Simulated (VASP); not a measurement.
# MoRu3W (Pm-3m) in VASP: notebook, part 2 of 2

VASP 6.6.1. The steps go on from the part before.

**5. Single point, PBE**

INCAR reads:

```
SYSTEM = MoRu3W
  PREC = Accurate
  ENCUT = 520
  EDIFF = 1E-7
  ISMEAR = 0
  SIGMA = 0.1
  LREAL = .FALSE.
  LASPH = .TRUE.
  NELM = 60
  ALGO = Normal
  ISIF = 2
  LWAVE = .FALSE.
  LCHARG = .FALSE.
  GGA = PE
  NBANDS = 43
```

KPOINTS reads:

```
regular mesh
0
G
  4 4 4
  0 0 0
```

POSCAR reads:

```
MoRu3W
1.0
    4.5901535657      0.0000000000      0.0000000000
    0.0000000000      4.5901535657      0.0000000000
    0.0000000000      0.0000000000      4.5901535657
Mo Ru W
1 3 1
Direct
    0.0000000000      0.0000000000      0.0000000000
    0.0000000000      0.5000000000      0.5000000000
    0.5000000000      0.0000000000      0.5000000000
    0.5000000000      0.5000000000      0.0000000000
    0.5000000000      0.5000000000      0.5000000000
```

Potentials or basis: VASP PAW PBE potentials, release 64 (Mo_sv, Ru_pv, W_sv).

Started as:

```console
> cat potpaw_PBE.64/Mo_sv/POTCAR potpaw_PBE.64/Ru_pv/POTCAR potpaw_PBE.64/W_sv/POTCAR > POTCAR
> mpirun -np 1 vasp_std > vasp.out
```

OUTCAR:

```text
SYSTEM = MoRu3W
   PREC = Accurate
   ENCUT = 520
   EDIFF = 1E-7
   ISMEAR = 0
   LREAL = .FALSE.
   LASPH = .TRUE.
   NELM = 60
   ISIF = 2
   GGA = PE

 ion  position               nearest neighbor table
   1  0.000  0.000  0.000-   2 3.25   3 3.25   4 3.25   2 3.25   3 3.25   2 3.25   4 3.25   2 3.25
                             3 3.25   4 3.25   3 3.25   4 3.25
   2  0.000  0.500  0.500-   5 2.30   5 2.30   4 3.25   1 3.25   1 3.25   4 3.25   1 3.25   3 3.25
                             1 3.25   3 3.25   4 3.25   3 3.25   4 3.25   3 3.25
   3  0.500  0.000  0.500-   5 2.30   5 2.30   4 3.25   1 3.25   1 3.25   4 3.25   2 3.25   4 3.25
                             2 3.25   4 3.25   1 3.25   2 3.25   1 3.25   2 3.25
   4  0.500  0.500  0.000-   5 2.30   5 2.30   3 3.25   1 3.25   2 3.25   3 3.25   2 3.25   1 3.25
                             3 3.25   3 3.25   1 3.25   2 3.25   2 3.25   1 3.25
   5  0.500  0.500  0.500-   2 2.30   3 2.30   4 2.30   4 2.30   3 2.30   2 2.30

  LATTYP: Found a simple cubic cell.
 ALAT       =     4.5901535657

  Lattice vectors:

 A1 = (   4.5901535657,   0.0000000000,   0.0000000000)
 A2 = (   0.0000000000,   4.5901535657,   0.0000000000)
 A3 = (   0.0000000000,   0.0000000000,   4.5901535657)

Analysis of symmetry for initial positions (statically):
=====================================================================
 Subroutine PRICEL returns:
 Original cell was already a primitive cell.

 Routine SETGRP: Setting up the symmetry group for a
 simple cubic supercell.

 Subroutine GETGRP returns: Found 48 space group operations
 (whereof 48 operations were pure point group operations)
 out of a pool of 48 trial point group operations.

The static configuration has the point symmetry O_h .

Analysis of symmetry for dynamics (positions and initial velocities):
=====================================================================
 Subroutine PRICEL returns:
 Original cell was already a primitive cell.

 Routine SETGRP: Setting up the symmetry group for a
 simple cubic supercell.

 Subroutine GETGRP returns: Found 48 space group operations
 (whereof 48 operations were pure point group operations)
 out of a pool of 48 trial point group operations.

The dynamic configuration has the point symmetry O_h .

 Subroutine INISYM returns: Found 48 space group operations
 (whereof 48 operations are pure point group operations),
 and found     1 'primitive' translations

----------------------------------------------------------------------------------------

                                     Primitive cell

  volume of cell :      96.7123

  direct lattice vectors                    reciprocal lattice vectors
     4.590153566  0.000000000  0.000000000     0.217857635  0.000000000  0.000000000
     0.000000000  4.590153566  0.000000000     0.000000000  0.217857635  0.000000000
     0.000000000  0.000000000  4.590153566     0.000000000  0.000000000  0.217857635

  length of vectors
     4.590153566  4.590153566  4.590153566     0.217857635  0.217857635  0.217857635

  position of ions in fractional coordinates (direct lattice)
     0.000000000  0.000000000  0.000000000
     0.000000000  0.500000000  0.500000000
     0.500000000  0.000000000  0.500000000
     0.500000000  0.500000000  0.000000000
     0.500000000  0.500000000  0.500000000

  ion indices of the primitive-cell ions
   primitive index   ion index
[... 37 lines left out ...]
  0.250000  0.250000  0.000000     12.000000
  0.500000  0.250000  0.000000     12.000000
  0.500000  0.500000  0.000000      3.000000
  0.250000  0.250000  0.250000      8.000000
  0.500000  0.250000  0.250000     12.000000
  0.500000  0.500000  0.250000      6.000000
  0.500000  0.500000  0.500000      1.000000
   k-points           NKPTS =     10   k-points in BZ     NKDIM =     10   number of bands    NBANDS=     43
   number of dos      NEDOS =    301   number of ions     NIONS =      5
   total plane-waves  NPLWV =  46656
   dimension x,y,z NGX =    36 NGY =   36 NGZ =   36
   dimension x,y,z NGXF=    72 NGYF=   72 NGZF=   72
   ions per type =               1   3   1
   NGX,Y,Z   is equivalent  to a cutoff of  13.04, 13.04, 13.04 a.u.
   NGXF,Y,Z  is equivalent  to a cutoff of  26.08, 26.08, 26.08 a.u.
 SYSTEM =  MoRu3W
   PREC   = accura    normal or accurate (medium, high low for compatibility)
   ISTART =      0    job   : 0-new  1-cont  2-samecut
   ICHARG =      2    charge: 1-file 2-atom 10-const
   ISPIN  =      1    spin polarized calculation?
   LNONCOLLINEAR =      F non collinear calculations
   LSORBIT =      F    spin-orbit coupling
   LASPH  =      T    aspherical Exc in radial PAW
   ENCUT  =  520.0 eV  38.22 Ry    6.18 a.u.   8.53  8.53  8.53*2*pi/ulx,y,z
   NELM   =     60;   NELMIN=  2; NELMDL= -5     # of ELM steps
   EDIFF  = 0.1E-06   stopping-criterion for ELM
   LREAL  =      F    real-space projection
   EDIFFG = 0.1E-05   stopping-criterion for IOM
   NSW    =      0    number of steps for IOM
   IBRION =     -1    ionic relax: 0-MD 1-quasi-New 2-CG
   NFREE  =      0    steps in history (QN), initial steepest desc. (CG)
   ISIF   =      2    stress and relaxation
   ISYM   =      2    0-nonsym 1-usesym 2-fastsym
   POTIM  = 0.5000    time-step for ionic-motion
   TEBEG  =    0.0;   TEEND  =   0.0 temperature during run
   PSTRESS=    0.0 pullay stress
   NELECT =      70.0000    total number of electrons
   NUPDOWN=      -1.0000    fix difference up-down
   EMIN   =  10.00;   EMAX   =-10.00  energy-range for DOS
   EFERMI =   0.00;   METHOD = LEGACY
   ISMEAR =     0;   SIGMA  =   0.10  broadening in eV -4-tet -1-fermi 0-gaus
   EFERMI_NEDOS =   21; number of points for ismear=-14 and -15
   IALGO  =     38    algorithm
   IMIX   =      4    mixing-type and parameters
     AMIX     =   0.40;   BMIX     =  1.00
     AMIX_MAG =   1.60;   BMIX_MAG =  1.00
  volume/ion in A,a.u.               =      19.34       130.53
  Fermi-wavevector in a.u.,A,eV,Ry     =   1.469875  2.777660 29.395815  2.160531
  Thomas-Fermi vector in A             =   2.585199
   LORBIT       =      0    0 simple, 1 ext, 2 COOP (PROOUT), +10 PAW based schemes
   GGA     = PE    functional components
   LHFCALC =     F    Hartree Fock is set to
   AEXX    =    0.0000 exact exchange contribution
   IVDW    =     0    specifies the selected vdW correction
   LEPSILON=     F    determine dielectric tensor
   LRPA    =     F    only Hartree local field effects (RPA)
 non-spin polarized calculation
 Gauss-broadening in eV      SIGMA  =   0.10
  energy-cutoff  :      520.00
  volume of cell :       96.71
 maximum number of plane-waves:      2624
 NGX is ok and might be reduce to    36
   NGX = 17   NGY = 17   NGZ = 17

 number of electron      70.0000028 magnetization

 Free energy of the ion-electron system (eV)
  ---------------------------------------------------
  ext. energy  EPLUGINS =         0.00000000
  ---------------------------------------------------
  free energy    TOTEN  =       -41.86901205 eV

  energy without entropy =      -41.79424159  energy(sigma->0) =      -41.83162682

 E-fermi :   8.1951     XC(G=0): -11.9225

 val. band max:        8.1877415222   @ k =   0.2500   0.2500   0.2500
 cond. band min:       8.2007616626   @ k =   0.5000   0.5000   0.5000
 fundamental gap:      0.0130201404
 Fermi energy:         8.1951022748

 k-point     1 :       0.0000    0.0000    0.0000
  band No.  band energies     occupation
      1     -66.0931      2.00000
      2     -53.2802      2.00000
      3     -35.0631      2.00000
      4     -35.0631      2.00000
      5     -35.0631      2.00000
      6     -34.1291      2.00000
[... 449 lines left out ...]
     42       9.1774      0.00000
     43       9.1774      0.00000

------------------------ aborting loop because EDIFF is reached ----------------------------------------

  FORCE on cell =-STRESS in cart. coord.  units (eV):
  Direction    XX          YY          ZZ          XY          YZ          ZX
  --------------------------------------------------------------------------------------
  -------------------------------------------------------------------------------------
  Total        0.8674682      0.8674682      0.8674682     -0.0000000      0.0000000      0.0000000
  in kB       14.3708520     14.3708520     14.3708520     -0.0000000      0.0000000      0.0000000
  external PRESSURE =      14.3708520 kB  Pullay stress =       0.0000000 kB

 VOLUME and BASIS-vectors are now :
 -----------------------------------------------------------------------------
  energy-cutoff  :      520.00
  volume of cell :       96.71
      direct lattice vectors                 reciprocal lattice vectors
     4.590153566  0.000000000  0.000000000     0.217857635  0.000000000  0.000000000
     0.000000000  4.590153566  0.000000000     0.000000000  0.217857635  0.000000000
     0.000000000  0.000000000  4.590153566     0.000000000  0.000000000  0.217857635

 POSITION                                       TOTAL-FORCE (eV/Angst)
 -----------------------------------------------------------------------------------
      0.00000      0.00000      0.00000         0.000000      0.000000      0.000000
      0.00000      2.29508      2.29508         0.000000      0.000000      0.000000
      2.29508      0.00000      2.29508         0.000000      0.000000      0.000000
      2.29508      2.29508      0.00000         0.000000      0.000000      0.000000
      2.29508      2.29508      2.29508         0.000000      0.000000      0.000000
 -----------------------------------------------------------------------------------
    total drift:                                0.000000      0.000000      0.000000

  FREE ENERGIE OF THE ION-ELECTRON SYSTEM (eV)
  ---------------------------------------------------
  free  energy   TOTEN  =       -41.8690120487 eV

  energy  without entropy=      -41.7942415923  energy(sigma->0) =      -41.83162682
```

OSZICAR:

```text
N       E                     dE             d eps       ncg     rms          rms(c)
DAV:   1     0.880088061147E+03    0.88009E+03   -0.41860E+04   860   0.174E+03
DAV:   2    -0.622703441542E+01   -0.88632E+03   -0.86967E+03   878   0.552E+02
DAV:   3    -0.450657564669E+02   -0.38839E+02   -0.37767E+02  1130   0.110E+02
DAV:   4    -0.461766217532E+02   -0.11109E+01   -0.10874E+01  1000   0.157E+01
DAV:   5    -0.462024572308E+02   -0.25835E-01   -0.25789E-01  1116   0.230E+00    0.340E+01
DAV:   6    -0.616989936027E+02   -0.15497E+02   -0.17310E+02  1021   0.219E+01    0.458E+01
DAV:   7    -0.422478626403E+02    0.19451E+02   -0.46381E+01   969   0.334E+01    0.161E+01
DAV:   8    -0.424796868920E+02   -0.23182E+00   -0.11514E+01  1049   0.143E+01    0.889E+00
DAV:   9    -0.420143917230E+02    0.46530E+00   -0.42460E+00  1017   0.101E+01    0.495E+00
DAV:  10    -0.419389018661E+02    0.75490E-01   -0.16387E+00  1106   0.320E+00    0.324E+00
DAV:  11    -0.418737554424E+02    0.65146E-01   -0.23042E-01  1054   0.132E+00    0.120E+00
DAV:  12    -0.418690050083E+02    0.47504E-02   -0.12240E-02  1059   0.545E-01    0.386E-01
DAV:  13    -0.418690319055E+02   -0.26897E-04   -0.68203E-04  1038   0.147E-01    0.158E-01
DAV:  14    -0.418690208188E+02    0.11087E-04   -0.14753E-04  1081   0.560E-02    0.480E-02
DAV:  15    -0.418690173749E+02    0.34439E-05   -0.60347E-06  1127   0.116E-02    0.302E-02
DAV:  16    -0.418690118519E+02    0.55230E-05   -0.71913E-06   956   0.967E-03    0.329E-03
DAV:  17    -0.418690119895E+02   -0.13751E-06   -0.22002E-07   729   0.221E-03    0.257E-03
DAV:  18    -0.418690120487E+02   -0.59279E-07   -0.88267E-08   492   0.163E-03
   1 F= -.41869012E+02 E0= -.41831627E+02  d E =-.747705E-01
```

stdout:

```text
POSCAR found type information on POSCAR MoRuW
 POSCAR found :  3 types and       5 ions
 scaLAPACK will be used
 LDA part: xc-table for (Slater+PW92), standard interpolation
 POSCAR, INCAR and KPOINTS ok, starting setup
 FFT: planning ... GRIDC
 FFT: planning ... GRID_SOFT
 FFT: planning ... GRID
 WAVECAR not read
 entering main loop
```

It took 26 s on 1 thread of Intel Xeon 6975P-C (Granite Rapids), shared host; peak memory 0.22 GiB.

What came out:

| Item | Value |
| --- | --- |
| Free energy | -41.8690 eV |
| Pressure | 1.4 GPa |
| Band gap on the k mesh | zero (band 35 reaches 8.74 eV, above the bottom of band 36 at 7.98 eV) |

Levels at points of the mesh, in eV from the Fermi level:
```tsv
k point	band 32	band 33	band 34	band 35	band 36	band 37	band 38	band 39
(0.00, 0.00, 0.00)	-0.06	0.32	0.55	0.55	1.27	1.27	1.27	1.61
(0.50, 0.00, 0.00)	-1.07	-0.56	-0.34	-0.34	-0.06	0.10	0.51	1.13
(0.50, 0.50, 0.00)	-1.38	-1.33	-0.48	-0.22	-0.22	0.03	0.28	0.32
(0.50, 0.50, 0.50)	-1.21	-1.16	-0.29	-0.29	0.01	0.01	0.01	0.31
```

Caveat: spin-orbit coupling is left out, which moves the levels of the heavy elements.

**6. Summary**

```csv
spin,cell,gap on the mesh (eV),pressure (GPa)
off,"a = 4.590 Å, 5 atoms",none,1.4
"collinear, ferromagnetic start","a = 4.590 Å, 5 atoms",none,4.8
off,"a = 4.305 Å, 5 atoms",none,53.1
```

Alike in all rows: task single point; level PBE; potentials or basis VASP PAW PBE potentials, release 64 (Mo_sv, Ru_pv, W_sv); k mesh 4 × 4 × 4; cutoff (eV) 520; smearing gaussian 0.1 eV.

Caveats: some runs use coarse meshes; spin-orbit coupling is left out, which moves the levels of the heavy elements.

Total energies depend on the potentials used, so only differences within one code and one set of settings carry meaning.
